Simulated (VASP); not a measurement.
# Nb (Im-3m) in VASP: density of states with PBEsol

Aim: the density of states of Nb with PBEsol.

Everything below comes from runs of VASP 6.6.1. Logs are shortened: lines on timing, memory, paths and dates and some standing lists are left out, and cuts for length are marked.

**1. The cell of the first run**

Symmetry: Im-3m, No. 229, cubic system. The conventional cell has a = 3.272 Å, b = 3.272 Å, c = 3.272 Å, α = 90.00°, β = 90.00°, γ = 90.00°. Nb (site symmetry m-3m) has 14 Nb at 2.83 to 3.27 Å within 3.7 Å.

**2. Density of states, PBEsol**

Input file POSCAR:

```
Nb
1.0
   -1.6359549821      1.6359549821      1.6359549821
    1.6359549821     -1.6359549821      1.6359549821
    1.6359549821      1.6359549821     -1.6359549821
Nb
1
Direct
    0.0000000000      0.0000000000      0.0000000000
```

Input file INCAR.step1:

```
SYSTEM = Nb
PREC = Accurate
ENCUT = 520
EDIFF = 1E-6
ISMEAR = 0
SIGMA = 0.05
LREAL = .FALSE.
LASPH = .TRUE.
NELM = 80
ALGO = Normal
ISIF = 2
LWAVE = .FALSE.
LCHARG = .TRUE.
LMAXMIX = 4
GGA = PS
NBANDS = 12
```

Input file KPOINTS.step1:

```
regular mesh
0
G
  18 18 18
  0 0 0
```

Input file INCAR.step2:

```
SYSTEM = Nb
PREC = Accurate
ENCUT = 520
EDIFF = 1E-6
ISMEAR = -5
SIGMA = 0.05
LREAL = .FALSE.
LASPH = .TRUE.
NELM = 80
ALGO = Normal
ISIF = 2
LWAVE = .FALSE.
LCHARG = .FALSE.
LMAXMIX = 4
GGA = PS
LORBIT = 11
NEDOS = 2001
ICHARG = 11
```

Input file KPOINTS.step2:

```
regular mesh
0
G
  27 27 27
  0 0 0
```

Potentials or basis: VASP PAW PBE potentials, release 64 (Nb_sv).

The run is started by

```
> cat potpaw_PBE.64/Nb_sv/POTCAR > POTCAR
> cp INCAR.step1 INCAR
> cp KPOINTS.step1 KPOINTS
> mpirun -np 1 vasp_std > vasp.out
> cp INCAR.step2 INCAR
> cp KPOINTS.step2 KPOINTS
> mpirun -np 1 vasp_std > vasp.out
```

OUTCAR:

```text
SYSTEM = Nb
   PREC = Accurate
   ENCUT = 520
   EDIFF = 1E-6
   ISMEAR = -5
   LREAL = .FALSE.
   LASPH = .TRUE.
   NELM = 80
   ISIF = 2
   GGA = PS
   LORBIT = 11
   ICHARG = 11

 ion  position               nearest neighbor table
   1  0.000  0.000  0.000-

  LATTYP: Found a body centered cubic cell.
 ALAT       =     3.2719099642

  Lattice vectors:

 A1 = (  -1.6359549821,   1.6359549821,   1.6359549821)
 A2 = (   1.6359549821,  -1.6359549821,   1.6359549821)
 A3 = (   1.6359549821,   1.6359549821,  -1.6359549821)

Analysis of symmetry for initial positions (statically):
=====================================================================
 Subroutine PRICEL returns:
 Original cell was already a primitive cell.

 Routine SETGRP: Setting up the symmetry group for a
 body centered cubic supercell.

 Subroutine GETGRP returns: Found 48 space group operations
 (whereof 48 operations were pure point group operations)
 out of a pool of 48 trial point group operations.

The static configuration has the point symmetry O_h .

Analysis of symmetry for dynamics (positions and initial velocities):
=====================================================================
 Subroutine PRICEL returns:
 Original cell was already a primitive cell.

 Routine SETGRP: Setting up the symmetry group for a
 body centered cubic supercell.

 Subroutine GETGRP returns: Found 48 space group operations
 (whereof 48 operations were pure point group operations)
 out of a pool of 48 trial point group operations.

The dynamic configuration has the point symmetry O_h .

 Subroutine INISYM returns: Found 48 space group operations
 (whereof 48 operations are pure point group operations),
 and found     1 'primitive' translations

----------------------------------------------------------------------------------------

                                     Primitive cell

  volume of cell :      17.5135

  direct lattice vectors                    reciprocal lattice vectors
    -1.635954982  1.635954982  1.635954982     0.000000000  0.305631882  0.305631882
     1.635954982 -1.635954982  1.635954982     0.305631882  0.000000000  0.305631882
     1.635954982  1.635954982 -1.635954982     0.305631882  0.305631882  0.000000000

  length of vectors
     2.833557148  2.833557148  2.833557148     0.432228753  0.432228753  0.432228753

  position of ions in fractional coordinates (direct lattice)
     0.000000000  0.000000000  0.000000000

  ion indices of the primitive-cell ions
   primitive index   ion index
                 1           1

----------------------------------------------------------------------------------------

 KPOINTS: regular mesh

Automatic generation of k-mesh.
 Grid dimensions read from file:
 generate k-points for:   27   27   27

 Generating k-lattice:

  Cartesian coordinates                     Fractional coordinates (reciprocal lattice)
     0.000000000  0.011319699  0.011319699     0.037037037  0.000000000  0.000000000
     0.011319699  0.000000000  0.011319699     0.000000000  0.037037037  0.000000000
     0.011319699  0.011319699  0.000000000     0.000000000  0.000000000  0.037037037

  Length of vectors
     0.016008472  0.016008472  0.016008472

  Shift w.r.t. Gamma in fractional coordinates (k-lattice)
     0.000000000  0.000000000  0.000000000

 TETIRR: Found  23679 inequivalent tetrahedra from   118098

 Subroutine IBZKPT returns following result:
 ===========================================

 Found    560 irreducible k-points:

 Following reciprocal coordinates:
            Coordinates               Weight
  0.000000  0.000000  0.000000      1.000000
  0.037037  0.000000  0.000000     12.000000
  0.074074  0.000000  0.000000     12.000000
  0.111111  0.000000  0.000000     12.000000
  0.148148  0.000000  0.000000     12.000000
  0.185185  0.000000  0.000000     12.000000
[... 16 lines left out ...]
  0.333333  0.037037  0.000000     48.000000
  0.370370  0.037037  0.000000     48.000000
 [... further k-points ...]
   k-points           NKPTS =    560   k-points in BZ     NKDIM =    560   number of bands    NBANDS=     10
   number of dos      NEDOS =   2001   number of ions     NIONS =      1
   total plane-waves  NPLWV =  13824
   dimension x,y,z NGX =    24 NGY =   24 NGZ =   24
   dimension x,y,z NGXF=    48 NGYF=   48 NGZF=   48
   ions per type =               1
   NGX,Y,Z   is equivalent  to a cutoff of  14.08, 14.08, 14.08 a.u.
   NGXF,Y,Z  is equivalent  to a cutoff of  28.16, 28.16, 28.16 a.u.
 SYSTEM =  Nb
   PREC   = accura    normal or accurate (medium, high low for compatibility)
   ISTART =      0    job   : 0-new  1-cont  2-samecut
   ICHARG =     11    charge: 1-file 2-atom 10-const
   ISPIN  =      1    spin polarized calculation?
   LNONCOLLINEAR =      F non collinear calculations
   LSORBIT =      F    spin-orbit coupling
   LASPH  =      T    aspherical Exc in radial PAW
   ENCUT  =  520.0 eV  38.22 Ry    6.18 a.u.   5.27  5.27  5.27*2*pi/ulx,y,z
   NELM   =     80;   NELMIN=  2; NELMDL=  0     # of ELM steps
   EDIFF  = 0.1E-05   stopping-criterion for ELM
   LREAL  =      F    real-space projection
[... 7 lines left out ...]
   TEBEG  =    0.0;   TEEND  =   0.0 temperature during run
   PSTRESS=    0.0 pullay stress
   NELECT =      13.0000    total number of electrons
   NUPDOWN=      -1.0000    fix difference up-down
   EMIN   =  10.00;   EMAX   =-10.00  energy-range for DOS
   EFERMI =   0.00;   METHOD = LEGACY
   ISMEAR =    -5;   SIGMA  =   0.05  broadening in eV -4-tet -1-fermi 0-gaus
   EFERMI_NEDOS =   21; number of points for ismear=-14 and -15
   IALGO  =     38    algorithm
   IMIX   =      4    mixing-type and parameters
     AMIX     =   0.40;   BMIX     =  1.00
     AMIX_MAG =   1.60;   BMIX_MAG =  1.00
  volume/ion in A,a.u.               =      17.51       118.19
  Fermi-wavevector in a.u.,A,eV,Ry     =   1.482283  2.801110 29.894235  2.197164
  Thomas-Fermi vector in A             =   2.596089
   LORBIT       =     11    0 simple, 1 ext, 2 COOP (PROOUT), +10 PAW based schemes
   GGA     = PS    functional components
   LHFCALC =     F    Hartree Fock is set to
   AEXX    =    0.0000 exact exchange contribution
   IVDW    =     0    specifies the selected vdW correction
   LEPSILON=     F    determine dielectric tensor
   LRPA    =     F    only Hartree local field effects (RPA)
 non-spin polarized calculation
 Fermi weights with tetrahedron method with Bloechl corrections
  energy-cutoff  :      520.00
  volume of cell :       17.51
 maximum number of plane-waves:       482
 NGX is ok and might be reduce to    24

 number of electron      13.0000001 magnetization

 Free energy of the ion-electron system (eV)
  ---------------------------------------------------
  ext. energy  EPLUGINS =         0.00000000
  ---------------------------------------------------
  free energy    TOTEN  =       -10.95293922 eV

  energy without entropy =      -10.95293922  energy(sigma->0) =      -10.95293922

 E-fermi :  11.4251     XC(G=0): -12.7756

 val. band max:       11.4299689576   @ k =   0.2963   0.1852   0.1111
 cond. band min:      11.4390273456   @ k =  -0.3333   0.4815   0.1852
 fundamental gap:      0.0090583880
 Fermi energy:        11.4250900965

 k-point     1 :       0.0000    0.0000    0.0000
  band No.  band energies     occupation
      1     -42.7969      2.00000
      2     -18.0487      2.00000
      3     -18.0487      2.00000
      4     -18.0487      2.00000
      5       5.4161      2.00000
      6      11.7959      0.00000
      7      11.7959      0.00000
      8      11.7959      0.00000
      9      14.8004      0.00000
     10      14.8004      0.00000

 k-point     2 :       0.0370    0.0000    0.0000
  band No.  band energies     occupation
      1     -42.7933      2.00000
      2     -18.0706      2.00000
      3     -18.0553      2.00000
      4     -18.0489      2.00000
      5       5.4756      2.00000
      6      11.7585      0.00000
      7      11.7880      0.00000
      8      11.8525      0.00000
      9      14.7391      0.00000
     10      14.8001      0.00000

 k-point     3 :       0.0741    0.0000    0.0000
  band No.  band energies     occupation
      1     -42.7826      2.00000
      2     -18.1349      2.00000
      3     -18.0747      2.00000
      4     -18.0495      2.00000
      5       5.6502      2.00000
      6      11.6505     -0.00483
      7      11.7590      0.00000
      8      12.0214      0.00000
      9      14.5805      0.00000
     10      14.8005      0.00000

 k-point     4 :       0.1111    0.0000    0.0000
  band No.  band energies     occupation
      1     -42.7652      2.00000
      2     -18.2370      2.00000
      3     -18.1056      2.00000
      4     -18.0505      2.00000
      5       5.9289      2.00000
      6      11.4834      0.25734
      7      11.6959     -0.00029
      8      12.2998      0.00000
      9      14.3884      0.00000
     10      14.8058      0.00000
[... 222 lines left out ...]
 k-point    22 :       0.2963    0.0370   -0.0000
  band No.  band energies     occupation
      1     -42.6033      2.00000
      2     -19.1163      2.00000
      3     -18.3824      2.00000
      4     -18.0677      2.00000
      5       7.7940      2.00000
      6      10.2265      2.00000
      7      11.6189     -0.03789
      8      14.4740      0.00000
      9      15.1869      0.00000
     10      15.5271      0.00000

 k-point    23 :       0.3333    0.0370    0.0000
  band No.  band energies     occupation
      1     -42.5753      2.00000
      2     -19.2579      2.00000
      3     -18.4296      2.00000
      4     -18.0694      2.00000
      5       7.8152      2.00000
      6      10.0444      2.00000
      7      12.0669     -0.00834
      8      14.6475      0.00000
      9      15.2979      0.00000
     10      16.2646      0.00000

 k-point    24 :       0.3704    0.0370    0.0000
  band No.  band energies     occupation
      1     -42.5516      2.00000
      2     -19.3752      2.00000
      3     -18.4690      2.00000
      4     -18.0709      2.00000
      5       7.7644      2.00000
      6       9.8974      2.00000
      7      12.6043      0.00000
      8      14.7862      0.00000
      9      15.4145      0.00000
     10      16.9715      0.00000

 [... further k-points ...]
[... 5 lines left out ...]
  --------------------------------------------------------------------------------------
  -------------------------------------------------------------------------------------
  Total       -0.0314267     -0.0314267     -0.0314267      0.0000000      0.0000000     -0.0000000
  in kB       -2.8749831     -2.8749831     -2.8749831      0.0000000      0.0000000     -0.0000000
  external PRESSURE =      -2.8749831 kB  Pullay stress =       0.0000000 kB

 VOLUME and BASIS-vectors are now :
 -----------------------------------------------------------------------------
  energy-cutoff  :      520.00
  volume of cell :       17.51
      direct lattice vectors                 reciprocal lattice vectors
    -1.635954982  1.635954982  1.635954982     0.000000000  0.305631882  0.305631882
     1.635954982 -1.635954982  1.635954982     0.305631882  0.000000000  0.305631882
     1.635954982  1.635954982 -1.635954982     0.305631882  0.305631882  0.000000000

 POSITION                                       TOTAL-FORCE (eV/Angst)
 -----------------------------------------------------------------------------------
      0.00000      0.00000      0.00000        -0.000000     -0.000000     -0.000000
 -----------------------------------------------------------------------------------
    total drift:                               -0.000000     -0.000000      0.000000

  FREE ENERGIE OF THE ION-ELECTRON SYSTEM (eV)
  ---------------------------------------------------
  free  energy   TOTEN  =       -10.9529392157 eV

  energy  without entropy=      -10.9529392157  energy(sigma->0) =      -10.95293922

 total charge

# of ion       s       p       d       tot
------------------------------------------
    1        2.227   5.999   2.537  10.763
```

It took 2.4 min on 1 thread of AMD EPYC 7R13, shared host; peak memory 0.23 GiB.

What came out:

```
Valence electrons inside the program's atomic spheres : Nb 10.76
```

Levels at points of the mesh, in eV from the Fermi level:
```tsv
k point	band 2	band 3	band 4	band 5	band 6	band 7	band 8	band 9	band 10
(0.00, 0.00, 0.00)	-29.47	-29.47	-29.47	-6.01	0.37	0.37	0.37	3.38	3.38
```

Caveat: the PAW data sets were made with another functional, which shifts forces and pressure a little; tetrahedron occupations give inexact forces and stress in metals.
